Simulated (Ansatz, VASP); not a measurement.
# One calculation of Pd, two programs

```
Pd
1.0
     2.79769    0.00000    0.00000
    -1.39885    2.42287    0.00000
     0.00000    0.00000    9.25343
Pd
4
Cartesian
  0.0000 0.0000 9.2534
  0.0000 0.0000 4.6267
  0.0000 1.6152 2.3134
  1.3988 0.8076 6.9401
```

Alike in both runs: task single point; functional revPBE; k mesh 17 × 17 × 5; occupations fermi-dirac, width 0.05 eV; collinear spin.

```csv
,VASP,Ansatz
version,VASP 6.6.1,Ansatz 0.2.0
potentials or method,"VASP PAW PBE potentials, release 64 (Pd), cutoff 500 eV","plane waves (420 eV) with PAW, scalar-relativistic"
valence electrons in the cell,40,72
```

|  | VASP | Ansatz | Ansatz less VASP |
| --- | --- | --- | --- |
| net moment per atom (μB) | 0.00 | 0.37 | +0.367 |
| size of the moment on the site where the two differ most (μB) | 0.01 | 0.39 | +0.381 |

The net moments are unlike, so the other rows may belong to different states. VASP's potentials were made for PBE, not for revPBE. Site moments also hang on the region over which each program counts them. VASP's potentials hold 40 valence electrons a cell and Ansatz's 72, so a difference there can come from the potentials and not from the codes. Ansatz's warnings: seeded moment not kept.
